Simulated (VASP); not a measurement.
# Ir (I4/mmm) in VASP: a series of runs, part 2 of 2

VASP 6.6.1. The steps go on from the part before.

### Step 4. Single point, LDA (14.57 Å³/atom)

This run uses another cell than the first one, of 14.57 Å³/atom.

Contents of INCAR:

```
SYSTEM = Ir
ALGO = Normal
EDIFF = 1E-7
ENCUT = 520
GGA = CA
ISIF = 2
ISMEAR = 0
LASPH = .True.
LCHARG = .False.
LREAL = .False.
LWAVE = .False.
NBANDS = 10
NELM = 60
PREC = Accurate
SIGMA = 0.15
```

Contents of KPOINTS:

```
k-points
0
Gamma
  22 22 22
  0 0 0
```

Contents of POSCAR:

```
Ir
1.0
    0.0000000000      2.2624383394      1.4235262032
    2.2624383394      0.0000000000      1.4235262032
    2.2624383394      2.2624383394      0.0000000000
Ir
1
Direct
    0.0000000000      0.0000000000      0.0000000000
```

Started as:

```console
$ cat potpaw_LDA.64/Ir/POTCAR > POTCAR
$ mpirun -np 1 vasp_std > vasp.out
```

Wall time 39 s (1 thread of AMD EPYC 9R45 (Zen 5), shared host); peak memory 0.2 GiB.

The run converged. Its results:

* Free energy: -9.8304 eV
* Pressure: -6.4 GPa
* Band gap on the k mesh: zero (an odd number of electrons rules out a gap without spin polarisation)

Stress tensor (GPa, compression positive):
```
  4.95   0.00   0.00
  0.00   4.95   0.00
  0.00   0.00 -29.00
```

Levels at points of the mesh, in eV from the Fermi level:
| k point | band 1 | band 2 | band 3 | band 4 | band 5 | band 6 | band 7 | band 8 |
| --- | --- | --- | --- | --- | --- | --- | --- | --- |
| (0.00, 0.00, 0.00) | -10.48 | -4.28 | -3.01 | -3.01 | -1.66 | 0.33 | 16.25 | 16.25 |
| (0.50, 0.00, 0.00) | -7.36 | -5.74 | -0.63 | 0.39 | 0.79 | 2.23 | 8.41 | 12.82 |
| (0.50, 0.50, 0.00) | -7.05 | -6.91 | 1.43 | 1.43 | 1.92 | 6.81 | 6.81 | 10.58 |
| (0.50, 0.00, 0.50) | -7.54 | -4.38 | -1.89 | -0.46 | -0.36 | 2.05 | 7.34 | 14.05 |

Caveat: the cell stands under tension; spin-orbit coupling is left out, which moves the levels of the heavy elements.

### Step 5. Single point, LDA (14.57 Å³/atom)

This run uses another cell than the first one, of 14.57 Å³/atom.

Contents of INCAR:

```
SYSTEM = Ir
  ALGO = Normal
  EDIFF = 1E-6
  ENCUT = 520
  GGA = CA
  ISIF = 2
  ISMEAR = 0
  LASPH = .TRUE.
  LCHARG = .FALSE.
  LREAL = .FALSE.
  LWAVE = .FALSE.
  NBANDS = 10
  NELM = 100
  PREC = Accurate
  SIGMA = 0.15
```

Contents of KPOINTS:

```
k-points
0
G
  22 22 22
  0 0 0
```

Contents of POSCAR:

```
Ir
1.0
    0.0000000000      2.0410936996      1.7490131912
    2.0410936996      0.0000000000      1.7490131912
    2.0410936996      2.0410936996      0.0000000000
Ir
1
Direct
    0.0000000000      0.0000000000      0.0000000000
```

Potentials or basis: VASP PAW LDA potentials, release 64 (Ir).

Started as:

```console
$ cat potpaw_LDA.64/Ir/POTCAR > POTCAR
$ mpirun -np 1 vasp_std > vasp.out
```

OUTCAR:

```text
SYSTEM = Ir
   EDIFF = 1E-6
   ENCUT = 520
   GGA = CA
   ISIF = 2
   ISMEAR = 0
   LASPH = .TRUE.
   LREAL = .FALSE.
   NELM = 100
   PREC = Accurate

 ion  position               nearest neighbor table
   1  0.000  0.000  0.000-

  LATTYP: Found a body centered tetragonal cell.
 ALAT       =     2.8865423920
 C/A-ratio  =     1.2118396016

  Lattice vectors:

 A1 = (   0.0000000000,  -2.0410936996,  -1.7490131912)
[... 489 lines left out ...]
      7      17.2488      0.00000
      8      23.6256      0.00000
      9      28.1801      0.00000
     10      31.0749      0.00000

 [... further k-points ...]

------------------------ aborting loop because EDIFF is reached ----------------------------------------

  FORCE on cell =-STRESS in cart. coord.  units (eV):
  Direction    XX          YY          ZZ          XY          YZ          ZX
  --------------------------------------------------------------------------------------
  -------------------------------------------------------------------------------------
  Total       -2.3648303     -2.3648303      1.4760306      0.0000000      0.0000000     -0.0000000
  in kB     -259.9929653   -259.9929653    162.2770014      0.0000000      0.0000000     -0.0000000
  external PRESSURE =    -119.2363097 kB  Pullay stress =       0.0000000 kB

 VOLUME and BASIS-vectors are now :
 -----------------------------------------------------------------------------
  energy-cutoff  :      520.00
  volume of cell :       14.57
      direct lattice vectors                 reciprocal lattice vectors
     0.000000000  2.041093700  1.749013191    -0.244966706  0.244966706  0.285875488
     2.041093700  0.000000000  1.749013191     0.244966706 -0.244966706  0.285875488
     2.041093700  2.041093700  0.000000000     0.244966706  0.244966706 -0.285875488

 POSITION                                       TOTAL-FORCE (eV/Angst)
 -----------------------------------------------------------------------------------
      0.00000      0.00000      0.00000         0.000000      0.000000      0.000000
 -----------------------------------------------------------------------------------
    total drift:                                0.000000     -0.000000     -0.000000

  FREE ENERGIE OF THE ION-ELECTRON SYSTEM (eV)
  ---------------------------------------------------
  free  energy   TOTEN  =       -10.0737083955 eV

  energy  without entropy=      -10.0599890812  energy(sigma->0) =      -10.06684874
```

OSZICAR:

```text
N       E                     dE             d eps       ncg     rms          rms(c)
DAV:   1     0.465981521933E+02    0.46598E+02   -0.43198E+03 16816   0.814E+02
DAV:   2    -0.971952718375E+01   -0.56318E+02   -0.53382E+02 17026   0.195E+02
DAV:   3    -0.106659780999E+02   -0.94645E+00   -0.94236E+00 19432   0.311E+01
DAV:   4    -0.106752581260E+02   -0.92800E-02   -0.92780E-02 19136   0.282E+00
DAV:   5    -0.106754573399E+02   -0.19921E-03   -0.19921E-03 19194   0.400E-01    0.148E+01
DAV:   6    -0.101618221781E+02    0.51364E+00   -0.98636E-01 18688   0.119E+01    0.586E+00
DAV:   7    -0.100804683309E+02    0.81354E-01   -0.24724E-01 20696   0.537E+00    0.160E+00
DAV:   8    -0.100753473683E+02    0.51210E-02   -0.22824E-03 18438   0.592E-01    0.747E-01
DAV:   9    -0.100737107251E+02    0.16366E-02   -0.10513E-03 19016   0.488E-01    0.383E-02
DAV:  10    -0.100737081048E+02    0.26203E-05   -0.78577E-06 22668   0.280E-02    0.772E-03
DAV:  11    -0.100737083955E+02   -0.29065E-06   -0.26257E-07 10312   0.328E-03
   1 F= -.10073708E+02 E0= -.10066849E+02  d E =-.137193E-01
```

stdout:

```text
POSCAR found type information on POSCAR Ir
 POSCAR found :  1 types and       1 ions
 scaLAPACK will be used
 LDA part: xc-table for (Slater(with rela. corr.)+CA(PZ))
 , standard interpolation
 POSCAR, INCAR and KPOINTS ok, starting setup
 FFT: planning ... GRIDC
 FFT: planning ... GRID_SOFT
 FFT: planning ... GRID
 WAVECAR not read
 entering main loop
```

It took 39 s on 1 thread of AMD EPYC 9R45 (Zen 5), shared host; peak memory 0.2 GiB.

What came out:

```yaml
Free_energy: -10.0737 eV
Pressure: -11.9 GPa
Band_gap_on_the_k_mesh: zero (an odd number of electrons rules out a gap without spin polarisation)
```

Levels at points of the mesh, in eV from the Fermi level:
```csv
k point,band 1,band 2,band 3,band 4,band 5,band 6,band 7,band 8,band 9
"(0.00, 0.00, 0.00)",-10.71,-4.04,-4.04,-2.35,-2.34,-0.17,14.91,18.35,18.35
"(0.50, 0.00, 0.00)",-7.70,-4.70,-2.54,-0.48,0.30,1.53,7.25,13.65,18.29
"(0.50, 0.50, 0.00)",-7.32,-7.10,0.92,1.52,1.52,4.18,9.84,9.84,12.88
"(0.50, 0.00, 0.50)",-7.55,-6.66,0.56,0.58,0.83,2.08,9.00,11.95,13.65
```

Caveat: the cell stands under tension; spin-orbit coupling is left out, which moves the levels of the heavy elements.

### Step 6. Overview

```csv
cell,gap on the mesh (eV),pressure (GPa)
"a = 2.650, b = 2.650, c = 2.937 Å, angles 56.4, 56.4, 67.3°, 1 atom",none,1.2
"a = 2.688, b = 2.688, c = 2.789 Å, angles 58.7, 58.7, 62.5°, 1 atom",none,-6.2
"a = 2.673, b = 2.673, c = 3.200 Å, angles 53.2, 53.2, 73.5°, 1 atom",none,-6.4
"a = 2.688, b = 2.688, c = 2.887 Å, angles 57.5, 57.5, 65.0°, 1 atom",none,-11.9
```

Alike in all rows: task single point; level LDA; potentials or basis VASP PAW LDA potentials, release 64 (Ir); no spin polarisation; k mesh 22 × 22 × 22; cutoff (eV) 520; smearing gaussian 0.15 eV.

Caveats: spin-orbit coupling is left out, which moves the levels of the heavy elements; the cell stands under tension (at least some runs).

Absolute energies hang on the potentials; compare differences alone.
